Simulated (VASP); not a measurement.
# CuI (Marshite) (I-4m2) in VASP: notebook

Runs on CuI (Marshite). Level: LDA. Tasks: single point.

All numbers are computed with VASP 6.6.1; they aren't measurements. Logs are shortened: lines on timing, memory, paths and dates and some standing lists are left out, and cuts for length are marked.

### Step 1. The cell of the first run

The structure is tetragonal, space group I-4m2 (No. 119). Conventional cell: a = 4.124 Å, b = 4.124 Å, c = 5.880 Å, α = 90.00°, β = 90.00°, γ = 90.00°. Within 3.3 Å of Cu (site symmetry -4m2) lie 4 I at 2.53 Å. I (site symmetry -4m2) has 4 Cu at 2.53 Å within 3.3 Å.

### Step 2. Single point, LDA (in-plane strain -0.005)

Contents of INCAR:

```
SYSTEM = CuI
ALGO = Normal
EDIFF = 1E-6
ENCUT = 520
ISIF = 2
ISMEAR = 0
LASPH = .TRUE.
LCHARG = .FALSE.
LREAL = .FALSE.
LWAVE = .FALSE.
NBANDS = 16
NELM = 60
PREC = Accurate
SIGMA = 0.01
```

Contents of KPOINTS:

```
k-points
0
G
  6 6 6
  0 0 0
```

Contents of POSCAR:

```
CuI
1.0
    2.9163337882      2.9163337882      0.0000000000
   -2.9163337882      2.9163337882      0.0000000000
    0.0000000000      2.9163337882      2.9397816981
Cu I
1 1
Direct
    0.7500000000      0.2500000000      0.5000000000
    0.0000000000      0.0000000000      0.0000000000
```

Potentials or basis: VASP PAW LDA potentials, release 64 (Cu, I).

Launch:

```bash
cat potpaw_LDA.64/Cu/POTCAR potpaw_LDA.64/I/POTCAR > POTCAR
mpirun -np 1 vasp_std > vasp.out
```

OUTCAR:

```text
SYSTEM = CuI
   EDIFF = 1E-6
   ENCUT = 520
   ISIF = 2
   ISMEAR = 0
   LASPH = .TRUE.
   LREAL = .FALSE.
   NELM = 60
   PREC = Accurate

 ion  position               nearest neighbor table
   1  0.750  0.250  0.500-   2 2.53   2 2.53   2 2.53   2 2.53
   2  0.000  0.000  0.000-   1 2.53   1 2.53   1 2.53   1 2.53

  LATTYP: Found a body centered tetragonal cell.
 ALAT       =     4.1243187957
 C/A-ratio  =     1.4255841237

  Lattice vectors:

 A1 = (   2.9163337882,   0.0000000000,  -2.9397816981)
 A2 = (  -2.9163337882,   0.0000000000,  -2.9397816981)
 A3 = (   0.0000000000,   2.9163337882,   2.9397816981)

Analysis of symmetry for initial positions (statically):
=====================================================================
 Subroutine PRICEL returns:
 Original cell was already a primitive cell.

 Routine SETGRP: Setting up the symmetry group for a
 body centered tetragonal supercell.

 Subroutine GETGRP returns: Found  8 space group operations
 (whereof  8 operations were pure point group operations)
 out of a pool of 16 trial point group operations.

The static configuration has the point symmetry D_2d.

Analysis of symmetry for dynamics (positions and initial velocities):
=====================================================================
 Subroutine PRICEL returns:
 Original cell was already a primitive cell.

 Routine SETGRP: Setting up the symmetry group for a
 body centered tetragonal supercell.

 Subroutine GETGRP returns: Found  8 space group operations
 (whereof  8 operations were pure point group operations)
 out of a pool of 16 trial point group operations.

The dynamic configuration has the point symmetry D_2d.

 Subroutine INISYM returns: Found  8 space group operations
 (whereof  8 operations are pure point group operations),
 and found     1 'primitive' translations

----------------------------------------------------------------------------------------

                                     Primitive cell

  volume of cell :      50.0057

  direct lattice vectors                    reciprocal lattice vectors
     2.916333788  2.916333788  0.000000000     0.171448139  0.171448139 -0.170080656
    -2.916333788  2.916333788  0.000000000    -0.171448139  0.171448139 -0.170080656
     0.000000000  2.916333788  2.939781698     0.000000000  0.000000000  0.340161312

  length of vectors
     4.124318796  4.124318796  4.140932165     0.296169475  0.296169475  0.340161312

  position of ions in fractional coordinates (direct lattice)
     0.750000000  0.250000000  0.500000000
     0.000000000  0.000000000  0.000000000

  ion indices of the primitive-cell ions
   primitive index   ion index
                 1           1
                 2           2

----------------------------------------------------------------------------------------

 KPOINTS: k-points

Automatic generation of k-mesh.
 Grid dimensions read from file:
 generate k-points for:    6    6    6

 Generating k-lattice:

  Cartesian coordinates                     Fractional coordinates (reciprocal lattice)
     0.028574690  0.028574690 -0.028346776     0.166666667  0.000000000 -0.000000000
    -0.028574690  0.028574690 -0.028346776     0.000000000  0.166666667 -0.000000000
     0.000000000  0.000000000  0.056693552     0.000000000  0.000000000  0.166666667

  Length of vectors
     0.049361579  0.049361579  0.056693552

  Shift w.r.t. Gamma in fractional coordinates (k-lattice)
     0.000000000  0.000000000  0.000000000

 Subroutine IBZKPT returns following result:
 ===========================================

 Found     30 irreducible k-points:

 Following reciprocal coordinates:
            Coordinates               Weight
  0.000000  0.000000  0.000000      1.000000
  0.166667  0.000000  0.000000      8.000000
  0.333333  0.000000  0.000000      8.000000
  0.500000  0.000000  0.000000      4.000000
  0.166667  0.166667  0.000000      8.000000
  0.333333  0.166667  0.000000     16.000000
[... 16 lines left out ...]
 -0.333333 -0.333333  0.166667      4.000000
 -0.166667 -0.333333  0.166667     16.000000
 [... further k-points ...]
   k-points           NKPTS =     30   k-points in BZ     NKDIM =     30   number of bands    NBANDS=     16
   number of dos      NEDOS =    301   number of ions     NIONS =      2
   total plane-waves  NPLWV =  32768
   dimension x,y,z NGX =    32 NGY =   32 NGZ =   32
   dimension x,y,z NGXF=    64 NGYF=   64 NGZF=   64
   ions per type =               1   1
   NGX,Y,Z   is equivalent  to a cutoff of  12.90, 12.90, 12.85 a.u.
   NGXF,Y,Z  is equivalent  to a cutoff of  25.80, 25.80, 25.69 a.u.
 SYSTEM =  CuI
   PREC   = accura    normal or accurate (medium, high low for compatibility)
   ISTART =      0    job   : 0-new  1-cont  2-samecut
   ICHARG =      2    charge: 1-file 2-atom 10-const
   ISPIN  =      1    spin polarized calculation?
   LNONCOLLINEAR =      F non collinear calculations
   LSORBIT =      F    spin-orbit coupling
   LASPH  =      T    aspherical Exc in radial PAW
   ENCUT  =  520.0 eV  38.22 Ry    6.18 a.u.   7.67  7.67  7.70*2*pi/ulx,y,z
   NELM   =     60;   NELMIN=  2; NELMDL= -5     # of ELM steps
   EDIFF  = 0.1E-05   stopping-criterion for ELM
   LREAL  =      F    real-space projection
   EDIFFG = 0.1E-04   stopping-criterion for IOM
   NSW    =      0    number of steps for IOM
   IBRION =     -1    ionic relax: 0-MD 1-quasi-New 2-CG
   NFREE  =      0    steps in history (QN), initial steepest desc. (CG)
   ISIF   =      2    stress and relaxation
   ISYM   =      2    0-nonsym 1-usesym 2-fastsym
   POTIM  = 0.5000    time-step for ionic-motion
   TEBEG  =    0.0;   TEEND  =   0.0 temperature during run
   PSTRESS=    0.0 pullay stress
   NELECT =      18.0000    total number of electrons
   NUPDOWN=      -1.0000    fix difference up-down
   EMIN   =  10.00;   EMAX   =-10.00  energy-range for DOS
   EFERMI =   0.00;   METHOD = LEGACY
   ISMEAR =     0;   SIGMA  =   0.01  broadening in eV -4-tet -1-fermi 0-gaus
   EFERMI_NEDOS =   21; number of points for ismear=-14 and -15
   IALGO  =     38    algorithm
   IMIX   =      4    mixing-type and parameters
     AMIX     =   0.40;   BMIX     =  1.00
     AMIX_MAG =   1.60;   BMIX_MAG =  1.00
  volume/ion in A,a.u.               =      25.00       168.73
  Fermi-wavevector in a.u.,A,eV,Ry     =   1.164553  2.200686 18.451990  1.356183
  Thomas-Fermi vector in A             =   2.301089
   LORBIT       =      0    0 simple, 1 ext, 2 COOP (PROOUT), +10 PAW based schemes
   GGA     = CA    functional components
   LHFCALC =     F    Hartree Fock is set to
   AEXX    =    0.0000 exact exchange contribution
   IVDW    =     0    specifies the selected vdW correction
   LEPSILON=     F    determine dielectric tensor
   LRPA    =     F    only Hartree local field effects (RPA)
 non-spin polarized calculation
 Gauss-broadening in eV      SIGMA  =   0.01
  energy-cutoff  :      520.00
  volume of cell :       50.01
 maximum number of plane-waves:      1363
 NGX is ok and might be reduce to    32
   NGX = 15   NGY = 15   NGZ = 15

 number of electron      17.9999991 magnetization

 Free energy of the ion-electron system (eV)
  ---------------------------------------------------
  ext. energy  EPLUGINS =         0.00000000
  ---------------------------------------------------
  free energy    TOTEN  =        -6.99187394 eV

  energy without entropy =       -6.99187394  energy(sigma->0) =       -6.99187394

 E-fermi :   5.5064     XC(G=0):  -9.7968

 val. band max:        5.4362408489   @ k =   0.0000   0.0000   0.0000
 cond. band min:       6.7369167589   @ k =   0.0000   0.0000   0.0000
 fundamental gap:      1.3006759101
 Fermi energy:         5.5064434921

 k-point     1 :       0.0000    0.0000    0.0000
  band No.  band energies     occupation
      1      -9.1751      2.00000
      2       1.2534      2.00000
      3       1.2628      2.00000
      4       1.2628      2.00000
      5       3.0098      2.00000
      6       3.0185      2.00000
[... 8 lines left out ...]
     15      15.2363      0.00000
     16      15.3662      0.00000

 k-point     2 :       0.1667    0.0000    0.0000
  band No.  band energies     occupation
      1      -9.0141      2.00000
      2       0.7554      2.00000
      3       1.2740      2.00000
      4       1.2852      2.00000
      5       2.9987      2.00000
      6       3.0059      2.00000
[... 8 lines left out ...]
     15      14.2958      0.00000
     16      14.5096      0.00000

 k-point     3 :       0.3333    0.0000    0.0000
  band No.  band energies     occupation
      1      -8.6526      2.00000
      2      -0.2978      2.00000
      3       1.2989      2.00000
      4       1.3213      2.00000
      5       3.0127      2.00000
      6       3.0151      2.00000
[... 8 lines left out ...]
     15      14.8129      0.00000
     16      14.8248      0.00000

 k-point     4 :       0.5000    0.0000    0.0000
  band No.  band energies     occupation
      1      -8.4461      2.00000
      2      -0.8360      2.00000
      3       1.3055      2.00000
      4       1.3338      2.00000
      5       3.0448      2.00000
      6       3.0455      2.00000
[... 8 lines left out ...]
     15      16.6228      0.00000
     16      16.6848      0.00000

 k-point     5 :       0.1667    0.1667    0.0000
  band No.  band energies     occupation
      1      -8.7837      2.00000
      2       0.2543      2.00000
      3       1.1099      2.00000
      4       1.3245      2.00000
      5       2.9576      2.00000
      6       3.0351      2.00000
[... 8 lines left out ...]
     15      15.0664      0.00000
     16      16.2113      0.00000

 k-point     6 :       0.3333    0.1667    0.0000
  band No.  band energies     occupation
      1      -8.4591      2.00000
      2      -0.4272      2.00000
      3       0.9113      2.00000
      4       1.3321      2.00000
      5       2.9823      2.00000
      6       3.0166      2.00000
[... 8 lines left out ...]
     15      15.3846      0.00000
     16      16.7651      0.00000

 k-point     7 :       0.5000    0.1667    0.0000
  band No.  band energies     occupation
      1      -8.3880      2.00000
      2      -0.6067      2.00000
      3       0.9823      2.00000
      4       1.2960      2.00000
      5       2.9700      2.00000
      6       3.0516      2.00000
[... 8 lines left out ...]
     15      16.3880      0.00000
     16      16.7238      0.00000

 k-point     8 :      -0.3333    0.1667   -0.0000
  band No.  band energies     occupation
      1      -8.6600      2.00000
      2      -0.0157      2.00000
      3       1.1813      2.00000
      4       1.2589      2.00000
      5       2.9296      2.00000
      6       3.0561      2.00000
[... 8 lines left out ...]
     15      15.8239      0.00000
     16      16.0127      0.00000

 k-point     9 :      -0.1667    0.1667    0.0000
  band No.  band energies     occupation
      1      -8.9590      2.00000
      2       0.7056      2.00000
      3       1.2409      2.00000
      4       1.2524      2.00000
      5       2.9506      2.00000
      6       3.0371      2.00000
[... 8 lines left out ...]
     15      15.5515      0.00000
     16      15.6424      0.00000
[... 172 lines left out ...]
 k-point    19 :       0.3333    0.3333    0.1667
  band No.  band energies     occupation
      1      -8.3974      2.00000
      2      -0.2983      2.00000
      3       0.7895      2.00000
      4       1.2681      2.00000
      5       2.9383      2.00000
      6       3.0296      2.00000
[... 8 lines left out ...]
     15      16.6812      0.00000
     16      18.0325      0.00000

 k-point    20 :       0.5000    0.3333    0.1667
  band No.  band energies     occupation
      1      -8.2545      2.00000
      2      -0.3490      2.00000
      3       0.4503      2.00000
      4       1.2396      2.00000
      5       2.8960      2.00000
      6       3.0163      2.00000
[... 8 lines left out ...]
     15      16.9416      0.00000
     16      17.8263      0.00000

 k-point    21 :       0.5000    0.5000    0.1667
  band No.  band energies     occupation
      1      -8.1870      2.00000
      2      -0.4609      2.00000
      3       0.6184      2.00000
      4       1.1648      2.00000
      5       2.9452      2.00000
      6       2.9648      2.00000
[... 8 lines left out ...]
     15      17.5582      0.00000
     16      17.9193      0.00000

 k-point    22 :      -0.1667    0.5000    0.1667
  band No.  band energies     occupation
      1      -8.3984      2.00000
      2      -0.3048      2.00000
      3       0.7787      2.00000
      4       1.2845      2.00000
      5       2.9377      2.00000
      6       3.0363      2.00000
[... 8 lines left out ...]
     15      16.7710      0.00000
     16      18.0440      0.00000

 k-point    23 :      -0.3333   -0.3333    0.1667
  band No.  band energies     occupation
      1      -8.1901      2.00000
      2      -0.4554      2.00000
      3       0.6086      2.00000
      4       1.1709      2.00000
      5       2.9367      2.00000
      6       2.9629      2.00000
[... 8 lines left out ...]
     15      17.4190      0.00000
     16      17.8689      0.00000

 k-point    24 :      -0.1667   -0.3333    0.1667
  band No.  band energies     occupation
      1      -8.2592      2.00000
      2      -0.3516      2.00000
      3       0.4443      2.00000
      4       1.2550      2.00000
      5       2.8958      2.00000
      6       3.0114      2.00000
[... 8 lines left out ...]
     15      16.8816      0.00000
     16      17.7135      0.00000

 [... further k-points ...]
[... 5 lines left out ...]
  --------------------------------------------------------------------------------------
  -------------------------------------------------------------------------------------
  Total        0.2224074      0.2224074      0.1689762      0.0000000      0.0000000      0.0000000
  in kB        7.1259082      7.1259082      5.4139793      0.0000000      0.0000000      0.0000000
  external PRESSURE =       6.5552652 kB  Pullay stress =       0.0000000 kB

 VOLUME and BASIS-vectors are now :
 -----------------------------------------------------------------------------
  energy-cutoff  :      520.00
  volume of cell :       50.01
      direct lattice vectors                 reciprocal lattice vectors
     2.916333788  2.916333788  0.000000000     0.171448139  0.171448139 -0.170080656
    -2.916333788  2.916333788  0.000000000    -0.171448139  0.171448139 -0.170080656
     0.000000000  2.916333788  2.939781698     0.000000000  0.000000000  0.340161312

 POSITION                                       TOTAL-FORCE (eV/Angst)
 -----------------------------------------------------------------------------------
      1.45817      4.37450      1.46989         0.000000     -0.000000      0.000000
      0.00000      0.00000      0.00000        -0.000000      0.000000      0.000000
 -----------------------------------------------------------------------------------
    total drift:                                0.000000     -0.000000     -0.000000

  FREE ENERGIE OF THE ION-ELECTRON SYSTEM (eV)
  ---------------------------------------------------
  free  energy   TOTEN  =        -6.9918739380 eV

  energy  without entropy=       -6.9918739380  energy(sigma->0) =       -6.99187394
```

It took 12 s on 1 thread of Intel Xeon Platinum 8488C (Sapphire Rapids), shared host; peak memory 0.16 GiB.

Results:

```yaml
Free_energy: -6.9919 eV
Pressure: 0.7 GPa
Band_gap_on_the_k_mesh: 1.30 eV, direct
```

Stress tensor (GPa, compression positive):
```
0.71 0.00 0.00
0.00 0.71 0.00
0.00 0.00 0.54
```

Levels at points of the mesh, in eV from the valence-band top:
```
           k point  band 7  band 8  band 9  band 10  band 11  band 12
(0.00, 0.00, 0.00)   -0.02    0.00    0.00     1.30     4.73     4.74
(0.50, 0.00, 0.00)   -2.34   -0.93   -0.90     2.15     5.28     5.34
(0.50, 0.50, 0.00)   -2.32   -1.98   -1.96     2.38     2.74     9.85
(0.00, 0.00, 0.50)   -2.32   -1.97   -1.97     2.42     2.80     9.78
```

Caveat: the cell differs from its parent crystal (in-plane strain -0.005); spin-orbit coupling is left out, which moves the levels of the heavy elements.

### Step 3. Single point, LDA (in-plane strain +0.005, then relaxed in part)

Contents of INCAR:

```
SYSTEM = CuI
PREC = Accurate
ENCUT = 520
EDIFF = 1E-6
ISMEAR = 0
SIGMA = 0.01
LREAL = .FALSE.
LASPH = .TRUE.
NELM = 80
ALGO = Normal
ISIF = 2
LWAVE = .FALSE.
LCHARG = .FALSE.
GGA = CA
NBANDS = 16
```

Contents of KPOINTS:

```
Automatic mesh
0
G
  6 6 6
  0 0 0
```

Contents of POSCAR:

```
CuI
1.0
    2.9456436756      2.9456436756      0.0000000000
   -2.9456436756      2.9456436756      0.0000000000
    0.0000000000      2.9456436756      2.9116705363
Cu I
1 1
Direct
    0.7500000000      0.2500000000      0.5000000000
    0.0000000000      0.0000000000      0.0000000000
```

Potentials or basis: VASP PAW LDA potentials, release 64 (Cu, I).

Launch:

```bash
cat potpaw_LDA.64/Cu/POTCAR potpaw_LDA.64/I/POTCAR > POTCAR
mpirun -np 1 vasp_std > vasp.out
```

It took 12 s on 1 thread of Intel Xeon Platinum 8488C (Sapphire Rapids), shared host; peak memory 0.16 GiB.

The run converged. Its results:

```yaml
Free_energy: -6.9926 eV
Pressure: 0.1 GPa
Band_gap_on_the_k_mesh: 1.26 eV, direct
```

Stress tensor (GPa, compression positive):
```
-0.03  0.00  0.00
 0.00 -0.03  0.00
 0.00  0.00  0.22
```

Levels at points of the mesh, in eV from the valence-band top:
```
           k point  band 5  band 6  band 7  band 8  band 9  band 10  band 11  band 12  band 13  band 14
(0.00, 0.00, 0.00)   -2.39   -2.37   -0.02   -0.02    0.00     1.26     4.73     4.73     4.75     8.10
(0.50, 0.00, 0.00)   -2.35   -2.35   -2.29   -0.92   -0.89     2.13     5.27     5.36     7.35     9.40
(0.50, 0.50, 0.00)   -2.43   -2.30   -2.28   -1.95   -1.92     2.42     2.79     9.70    10.15    10.25
(0.00, 0.00, 0.50)   -2.42   -2.29   -2.28   -1.94   -1.94     2.37     2.70     9.80    10.20    10.20
```

Caveat: the cell differs from its parent crystal (in-plane strain +0.005, then relaxed in part); spin-orbit coupling is left out, which moves the levels of the heavy elements.
